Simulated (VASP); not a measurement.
# SiC (R3m) in VASP: further runs, part 2 of 2

VASP 6.6.1.

## Step 3: Single point, PBE

This run uses another cell than the first one, of the same volume but with other edges.

Contents of INCAR:

```
SYSTEM = SiC
PREC = Accurate ; ENCUT = 520
EDIFF = 1E-7 ; ISMEAR = 0
SIGMA = 0.05 ; LREAL = .FALSE.
LASPH = .TRUE. ; NELM = 80
ALGO = Normal ; ISIF = 2
LWAVE = .FALSE. ; LCHARG = .TRUE.
GGA = PE ; LELF = .TRUE.
LVHAR = .TRUE. ; NBANDS = 11
```

Contents of KPOINTS:

```
Automatic mesh
0
G
  12 12 12
  0 0 0
```

Contents of POSCAR:

```
SiC
1.0
    1.1503366290      2.8758415725      2.8758415725
    2.8758415725      1.1503366290      2.8758415725
    2.8758415725      2.8758415725      1.1503366290
Si C
1 1
Direct
    0.0000000000      0.0000000000      0.0000000000
    0.7500000000      0.7500000000      0.7500000000
```

Potentials or basis: VASP PAW PBE potentials, release 64 (Si, C).

Run with:

```console
$ cat potpaw_PBE.64/Si/POTCAR potpaw_PBE.64/C/POTCAR > POTCAR
$ mpirun -np 1 vasp_std > vasp.out
```

OUTCAR:

```text
SYSTEM = SiC
   PREC = Accurate
   ENCUT = 520
   EDIFF = 1E-7
   ISMEAR = 0
   LREAL = .FALSE.
   LASPH = .TRUE.
   NELM = 80
   ISIF = 2
   GGA = PE

 ion  position               nearest neighbor table
   1  0.000  0.000  0.000-   2 1.73   2 1.73   2 1.73
   2  0.750  0.750  0.750-   1 1.73   1 1.73   1 1.73

  LATTYP: Found a trigonal (rhomboedric) cell.
 ALAT       =     4.2266066602
 COS(alpha) =     0.8333333333

  Lattice vectors:

 A1 = (   1.1503366290,   2.8758415725,   2.8758415725)
 A2 = (   2.8758415725,   1.1503366290,   2.8758415725)
 A3 = (   2.8758415725,   2.8758415725,   1.1503366290)

Analysis of symmetry for initial positions (statically):
=====================================================================
 Subroutine PRICEL returns:
 Original cell was already a primitive cell.

 Routine SETGRP: Setting up the symmetry group for a
 trigonal (rhombohedral) supercell.

 Subroutine GETGRP returns: Found  6 space group operations
 (whereof  6 operations were pure point group operations)
 out of a pool of 12 trial point group operations.

[... 165 lines left out ...]
 cond. band min:       8.4372247893   @ k =  -0.1667   0.3333   0.1667
 fundamental gap:      0.0107594661
 Fermi energy:         8.4344425533

 k-point     1 :       0.0000    0.0000    0.0000
  band No.  band energies     occupation
      1      -9.8648      2.00000
      2       1.1328      2.00000
      3       4.3949      2.00000
      4      10.7793      0.00000
      5      10.7793      0.00000
      6      21.4107      0.00000
      7      22.2696      0.00000
      8      22.2696      0.00000
      9      24.1673      0.00000
     10      26.0227      0.00000
     11      26.0227      0.00000
[... 309 lines left out ...]
 k-point    24 :      -0.4167    0.1667   -0.0000
  band No.  band energies     occupation
      1      -3.7310      2.00000
      2      -0.6776      2.00000
      3       4.8697      2.00000
      4       6.4681      2.00000
      5       8.9349      0.00000
      6      11.3777      0.00000
      7      15.5638      0.00000
      8      18.4282      0.00000
      9      22.0416      0.00000
     10      25.8461      0.00000
     11      28.5272      0.00000

 [... further k-points ...]
[... 5 lines left out ...]
  --------------------------------------------------------------------------------------
  -------------------------------------------------------------------------------------
  Total        9.6114261      9.6114261      9.6114261     -4.1087704     -4.1087704     -4.1087704
  in kB      749.3587755    749.3587755    749.3587755   -320.3419728   -320.3419728   -320.3419728
  external PRESSURE =     749.3587755 kB  Pullay stress =       0.0000000 kB

 VOLUME and BASIS-vectors are now :
 -----------------------------------------------------------------------------
  energy-cutoff  :      520.00
  volume of cell :       20.55
      direct lattice vectors                 reciprocal lattice vectors
     1.150336629  2.875841573  2.875841573    -0.338065292  0.241475209  0.241475209
     2.875841573  1.150336629  2.875841573     0.241475209 -0.338065292  0.241475209
     2.875841573  2.875841573  1.150336629     0.241475209  0.241475209 -0.338065292

 POSITION                                       TOTAL-FORCE (eV/Angst)
 -----------------------------------------------------------------------------------
      0.00000      0.00000      0.00000        -2.397356     -2.397356     -2.397356
      5.17651      5.17651      5.17651         2.397356      2.397356      2.397356
 -----------------------------------------------------------------------------------
    total drift:                               -0.000059     -0.000059     -0.000059

  FREE ENERGIE OF THE ION-ELECTRON SYSTEM (eV)
  ---------------------------------------------------
  free  energy   TOTEN  =        -9.2141416447 eV

  energy  without entropy=       -9.2127890566  energy(sigma->0) =       -9.21346535
```

OSZICAR:

```text
N       E                     dE             d eps       ncg     rms          rms(c)
DAV:   1     0.100844617979E+02    0.10084E+02   -0.40680E+03  4294   0.616E+02
DAV:   2    -0.110848834060E+02   -0.21169E+02   -0.19797E+02  5198   0.113E+02
DAV:   3    -0.117848398791E+02   -0.69996E+00   -0.69312E+00  5358   0.174E+01
DAV:   4    -0.117881775723E+02   -0.33377E-02   -0.33369E-02  5029   0.149E+00
DAV:   5    -0.117881980225E+02   -0.20450E-04   -0.20449E-04  5608   0.106E-01    0.110E+01
DAV:   6    -0.941003853250E+01    0.23782E+01   -0.15798E+01  4878   0.141E+01    0.475E+00
DAV:   7    -0.922665900093E+01    0.18338E+00   -0.12132E+00  4726   0.512E+00    0.294E+00
DAV:   8    -0.921574286764E+01    0.10916E-01   -0.10577E-01  5108   0.191E+00    0.905E-01
DAV:   9    -0.921409557493E+01    0.16473E-02   -0.12973E-02  4635   0.654E-01    0.320E-01
DAV:  10    -0.921413000282E+01   -0.34428E-04   -0.46576E-04  5101   0.159E-01    0.783E-02
DAV:  11    -0.921414285959E+01   -0.12857E-04   -0.72491E-05  4811   0.458E-02    0.377E-02
DAV:  12    -0.921414190086E+01    0.95873E-06   -0.32493E-05  4991   0.310E-02    0.283E-03
DAV:  13    -0.921414173485E+01    0.16601E-06   -0.11681E-06  4857   0.708E-03    0.289E-03
DAV:  14    -0.921414164474E+01    0.90104E-07   -0.97519E-08  4780   0.215E-03
   1 F= -.92141416E+01 E0= -.92134654E+01  d E =-.135259E-02
```

Run time: 51 s. Hardware: 1 thread of Intel Xeon Platinum 8488C (Sapphire Rapids), shared host; peak memory 0.19 GiB.

What came out:

- Free energy: -9.2141 eV
- Pressure: 74.9 GPa
- Largest force: 4.152 eV/Å
- Band gap on the k mesh: zero (band 4 reaches 10.78 eV, above the bottom of band 5 at 7.32 eV)

Forces on the atoms (eV/Å):
```
Si  -2.397 -2.397 -2.397
C    2.397  2.397  2.397
```

Levels at points of the mesh, in eV from the Fermi level:
```csv
k point,band 2,band 3,band 4,band 5,band 6,band 7
"(0.00, 0.00, 0.00)",-7.30,-4.04,2.34,2.34,12.98,13.84
"(0.50, 0.00, 0.00)",-9.72,-2.26,-0.47,-0.30,2.54,7.87
"(0.50, 0.50, 0.00)",-9.58,-3.21,-1.03,-0.53,4.50,7.90
"(0.50, 0.50, 0.50)",-9.71,1.03,2.33,2.33,7.58,13.72
```

Caveat: forces of over 1 eV/Å act on the atoms, so gaps and moduli don't describe the material at rest.

## Step 4: Single point, PBE

This run uses another cell than the first one, of the same volume but with other edges.

Contents of INCAR:

```
PREC     = Accurate       # precision mode
ENCUT    = 520            # plane-wave cutoff, eV
EDIFF    = 1E-6           # SCF threshold, eV
ISMEAR   = 0              # smearing method
SIGMA    = 0.05           # smearing width, eV
LREAL    = False          # projectors in reciprocal space
LASPH    = True           # aspherical terms in the spheres
NELM     = 80             # most SCF steps
ALGO     = Normal         # electronic algorithm
ISIF     = 2              # what is computed and relaxed
LWAVE    = False          # write WAVECAR
LCHARG   = False          # write CHGCAR
GGA      = PE             # functional
NBANDS   = 11             # bands
```

Contents of KPOINTS:

```
Automatic mesh
0
Gamma
  12 12 12
```

Contents of POSCAR:

```
SiC
1.0
   -0.4711365843      1.9657767828      1.9657767828
    1.9657767828     -0.4711365843      1.9657767828
    1.9657767828      1.9657767828     -0.4711365843
Si C
1 1
Direct
    0.0000000000      0.0000000000      0.0000000000
    0.7500000000      0.7500000000      0.7500000000
```

Potentials or basis: VASP PAW PBE potentials, release 64 (Si, C).

Run with:

```console
$ cat potpaw_PBE.64/Si/POTCAR potpaw_PBE.64/C/POTCAR > POTCAR
$ mpirun -np 1 vasp_std > vasp.out
```

OUTCAR:

```text
PREC = Accurate
   ENCUT = 520
   EDIFF = 1E-6
   ISMEAR = 0
   LREAL = False
   LASPH = True
   NELM = 80
   ISIF = 2
   GGA = PE

 ion  position               nearest neighbor table
   1  0.000  0.000  0.000-   2 1.50   2 2.05   2 2.05   2 2.05
   2  0.750  0.750  0.750-   1 1.50   1 2.05   1 2.05   1 2.05

  LATTYP: Found a trigonal (rhomboedric) cell.
 ALAT       =     2.8196677820
 COS(alpha) =     0.2530624440

  Lattice vectors:

 A1 = (  -0.4711365843,   1.9657767828,   1.9657767828)
 A2 = (   1.9657767828,  -0.4711365843,   1.9657767828)
 A3 = (   1.9657767828,   1.9657767828,  -0.4711365843)

Analysis of symmetry for initial positions (statically):
=====================================================================
 Subroutine PRICEL returns:
 Original cell was already a primitive cell.

 Routine SETGRP: Setting up the symmetry group for a
 trigonal (rhombohedral) supercell.

 Subroutine GETGRP returns: Found  6 space group operations
 (whereof  6 operations were pure point group operations)
 out of a pool of 12 trial point group operations.

The static configuration has the point symmetry C_3v.

[... 164 lines left out ...]
 cond. band min:       8.4576992214   @ k =   0.5000   0.5000   0.0000
 fundamental gap:      0.1535261937
 Fermi energy:         8.3883289196

 k-point     1 :       0.0000    0.0000    0.0000
  band No.  band energies     occupation
      1      -7.4711      2.00000
      2       7.7351      2.00000
      3       7.7351      2.00000
      4       8.0476      2.00000
      5      11.5321      0.00000
      6      13.5827      0.00000
      7      13.5827      0.00000
      8      23.4995      0.00000
      9      24.1328      0.00000
     10      24.1328      0.00000
     11      25.6391      0.00000
[... 309 lines left out ...]
 k-point    24 :      -0.4167    0.1667   -0.0000
  band No.  band energies     occupation
      1      -4.4122      2.00000
      2       0.0459      2.00000
      3       5.4528      2.00000
      4       8.1209      2.00000
      5      14.4059      0.00000
      6      14.7191      0.00000
      7      17.4739      0.00000
      8      19.7348      0.00000
      9      21.3247      0.00000
     10      24.0838      0.00000
     11      26.8922      0.00000

 [... further k-points ...]
[... 5 lines left out ...]
  --------------------------------------------------------------------------------------
  -------------------------------------------------------------------------------------
  Total        6.2360160      6.2360160      6.2360160     10.6065439     10.6065439     10.6065439
  in kB      486.1935463    486.1935463    486.1935463    826.9435414    826.9435414    826.9435414
  external PRESSURE =     486.1935463 kB  Pullay stress =       0.0000000 kB

 VOLUME and BASIS-vectors are now :
 -----------------------------------------------------------------------------
  energy-cutoff  :      520.00
  volume of cell :       20.55
      direct lattice vectors                 reciprocal lattice vectors
    -0.471136584  1.965776783  1.965776783    -0.177242609  0.233112562  0.233112562
     1.965776783 -0.471136584  1.965776783     0.233112562 -0.177242609  0.233112562
     1.965776783  1.965776783 -0.471136584     0.233112562  0.233112562 -0.177242609

 POSITION                                       TOTAL-FORCE (eV/Angst)
 -----------------------------------------------------------------------------------
      0.00000      0.00000      0.00000         7.351711      7.351711      7.351711
      2.59531      2.59531      2.59531        -7.351711     -7.351711     -7.351711
 -----------------------------------------------------------------------------------
    total drift:                                0.000043      0.000043      0.000043

  FREE ENERGIE OF THE ION-ELECTRON SYSTEM (eV)
  ---------------------------------------------------
  free  energy   TOTEN  =       -11.6981600768 eV

  energy  without entropy=      -11.6981440374  energy(sigma->0) =      -11.69815206
```

It took 23 s on 1 thread of Intel Xeon Platinum 8488C (Sapphire Rapids), shared host; peak memory 0.16 GiB.

What came out:

```yaml
Free_energy: -11.6982 eV
Pressure: 48.6 GPa
Largest_force: 12.734 eV/Å
Band_gap_on_the_k_mesh: 0.15 eV, indirect (least direct gap 1.05 eV)
```

Forces in eV/Å, atoms in the order of the input:
```
Si   7.352  7.352  7.352
C   -7.352 -7.352 -7.352
```

Caveat: forces of over 1 eV/Å act on the atoms, so gaps and moduli don't describe the material at rest. A k mesh can miss the band edges.

## Step 5: Single point, PBE

This run uses another cell than the first one, of the same volume but with other edges.

Contents of INCAR:

```
SYSTEM = SiC
PREC = Accurate ; ENCUT = 520
EDIFF = 1E-6 ; ISMEAR = 0
SIGMA = 0.05 ; LREAL = .False.
LASPH = .True. ; NELM = 100
ALGO = Normal ; ISIF = 2
LWAVE = .False. ; LCHARG = .False.
GGA = PE ; NBANDS = 11
```

Contents of KPOINTS:

```
regular mesh
0
Gamma
  12 12 12
  0 0 0
```

Contents of POSCAR:

```
SiC
1.0
    0.5299225898      2.4686637718      2.4686637718
    2.4686637718      0.5299225898      2.4686637718
    2.4686637718      2.4686637718      0.5299225898
Si C
1 1
Direct
    0.0000000000      0.0000000000      0.0000000000
    0.7500000000      0.7500000000      0.7500000000
```

Run with:

```console
$ cat potpaw_PBE.64/Si/POTCAR potpaw_PBE.64/C/POTCAR > POTCAR
$ mpirun -np 1 vasp_std > vasp.out
```

Wall time 48 s (1 thread of Intel Xeon Platinum 8488C (Sapphire Rapids), shared host); peak memory 0.18 GiB.

It converged, with:

* Free energy: -12.7273 eV
* Pressure: 34.3 GPa
* Largest force: 0.197 eV/Å
* Band gap on the k mesh: zero (band 4 reaches 9.26 eV, above the bottom of band 5 at 8.42 eV)

Forces in eV/Å, atoms in the order of the input:
```
Si  -0.114 -0.114 -0.114
C    0.114  0.114  0.114
```

Stress tensor (GPa, compression positive):
```
 34.27 -42.96 -42.96
-42.96  34.27 -42.96
-42.96 -42.96  34.27
```

Levels at points of the mesh, in eV from the Fermi level:
```csv
k point,band 2,band 3,band 4,band 5,band 6,band 7
"(0.00, 0.00, 0.00)",-3.06,-1.64,0.38,0.38,9.78,9.78
"(0.50, 0.00, 0.00)",-9.22,-2.34,-1.61,1.49,4.67,8.53
"(0.50, 0.50, 0.00)",-8.66,-4.49,-2.18,-0.35,5.22,9.05
"(0.50, 0.50, 0.50)",-9.58,0.18,0.18,7.04,9.67,9.67
```

## Step 6: Single point, PBE

Contents of INCAR:

```
PREC = Accurate
ENCUT = 520
EDIFF = 1E-7
ISMEAR = 0
SIGMA = 0.05
LREAL = False
LASPH = True
NELM = 60
ALGO = Normal
ISIF = 2
LWAVE = False
LCHARG = False
GGA = PE
NBANDS = 11
```

Contents of KPOINTS:

```
Automatic mesh
0
Gamma
  12 12 12
```

Contents of POSCAR:

```
SiC
1.0
   -0.6873498706      1.8902121441      1.8902121441
    1.8902121441     -0.6873498706      1.8902121441
    1.8902121441      1.8902121441     -0.6873498706
Si C
1 1
Direct
    0.0000000000      0.0000000000      0.0000000000
    0.7500000000      0.7500000000      0.7500000000
```

Potentials or basis: VASP PAW PBE potentials, release 64 (Si, C).

Run with:

```console
$ cat potpaw_PBE.64/Si/POTCAR potpaw_PBE.64/C/POTCAR > POTCAR
$ mpirun -np 1 vasp_std > vasp.out
```

Run time: 23 s. Hardware: 1 thread of Intel Xeon Platinum 8488C (Sapphire Rapids), shared host; peak memory 0.16 GiB.

The run converged. Its results:

```
Free energy            : -7.0496 eV
Pressure               : 103.9 GPa
Largest force          : 30.516 eV/Å
Band gap on the k mesh : zero (band 4 reaches 8.78 eV, above the bottom of band 5 at 8.22 eV)
```

Forces in eV/Å, atoms in the order of the input:
```
Si   17.619  17.619  17.619
C   -17.619 -17.619 -17.619
```

Stress tensor (GPa, compression positive):
```
103.88 133.55 133.55
133.55 103.88 133.55
133.55 133.55 103.88
```

Levels at points of the mesh, in eV from the Fermi level:
| k point | band 1 | band 2 | band 3 | band 4 | band 5 | band 6 | band 7 | band 8 |
| --- | --- | --- | --- | --- | --- | --- | --- | --- |
| (0.00, 0.00, 0.00) | -16.32 | -1.39 | -1.31 | -1.31 | 1.88 | 4.50 | 4.50 | 16.33 |
| (0.50, 0.00, 0.00) | -13.75 | -9.43 | -0.56 | -0.37 | 4.23 | 6.44 | 7.27 | 11.67 |
| (0.50, 0.50, 0.00) | -11.71 | -7.36 | -6.44 | -1.52 | 0.49 | 6.72 | 10.28 | 10.52 |
| (0.50, 0.50, 0.50) | -10.33 | -5.25 | -4.55 | -4.55 | 0.14 | 2.92 | 2.92 | 6.14 |

Caveat: forces of over 1 eV/Å act on the atoms, so gaps and moduli don't describe the material at rest.

## Step 7: Overview

| cell | gap on the mesh (eV) | pressure (GPa) | largest force (eV/Å) |
| --- | --- | --- | --- |
| a = 2.739 Å, 2 atoms | none | 188.2 | 62.43 |
| a = 4.227 Å, angles 33.6°, 2 atoms | none | 74.9 | 4.15 |
| a = 2.820 Å, angles 75.3°, 2 atoms | 0.15 | 48.6 | 12.73 |
| a = 3.531 Å, angles 45.7°, 2 atoms | none | 34.3 | 0.20 |
| a = 2.760 Å, angles 82.7°, 2 atoms | none | 103.9 | 30.52 |

Alike in all rows: task single point; level PBE; potentials or basis VASP PAW PBE potentials, release 64 (Si, C); no spin polarisation; k mesh 12 × 12 × 12; cutoff (eV) 520; smearing gaussian 0.05 eV.

Caveats: forces of over 1 eV/Å act on the atoms, so gaps and moduli don't describe the material at rest (some runs).

Total energies depend on the potentials used, so only differences within one code and one set of settings carry meaning.
